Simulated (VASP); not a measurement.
Wanted: the native input for a VASP 6.6.1 run.

```yaml
Task: single point
Functional: PBEsol
Potentials_or_basis: VASP PAW PBE potentials, release 64 (Al)
Cutoff: 520 eV
k_mesh: 18 × 18 × 10
Occupations: gaussian, width 0.15 eV
Spin: no spin polarisation
Dipole_correction: no
Further_INCAR_settings: ALGO = Fast; EDIFF = 1e-06; NBANDS = 10
```

The structure of Al lies in POSCAR:

```
Al
1.0
    2.8827667353      0.0000000000      0.0000000000
   -1.4413833676      2.4965492260      0.0000000000
    0.0000000000      0.0000000000      4.8668500000
Al
2
Direct
    0.6666666667      0.3333333333      0.7500000000
    0.3333333333      0.6666666667      0.2500000000
```

This isn't the form of Al at room conditions, which is fcc.

This cell differs from its parent crystal: strain +0.0250 x Voigt [1, 1, 0, 0, 0, 0].

These files were run (other wordings do the same):

INCAR

```
  PREC = Accurate
  ENCUT = 520
  EDIFF = 1E-6
  ISMEAR = 0
  SIGMA = 0.15
  LREAL = F
  LASPH = T
  NELM = 100
  ALGO = Fast
  ISIF = 2
  LWAVE = F
  LCHARG = F
  GGA = PS
  NBANDS = 10
```

KPOINTS

```
Automatic mesh
0
Gamma
  18 18 10
```

Potentials or basis: VASP PAW PBE potentials, release 64 (Al).

Launch:

```sh
$ cat potpaw_PBE.64/Al/POTCAR > POTCAR
$ mpirun -np 1 vasp_std > vasp.out
```

Results of the run:

* Pressure: -4.7 GPa
* Band gap on the k mesh: zero (bands 3 and 4 overlap by 6.81 eV)

Caveat: the cell differs from its parent crystal (strain +0.0250 x Voigt [1, 1, 0, 0, 0, 0]); the cell stands under tension; the PAW data sets were made with another functional, which shifts forces and pressure a little.

It took 2.2 min on 1 thread of AMD EPYC 7R43 64-Core Processor (Zen 3) (shared host), peak memory 0.15 GiB.
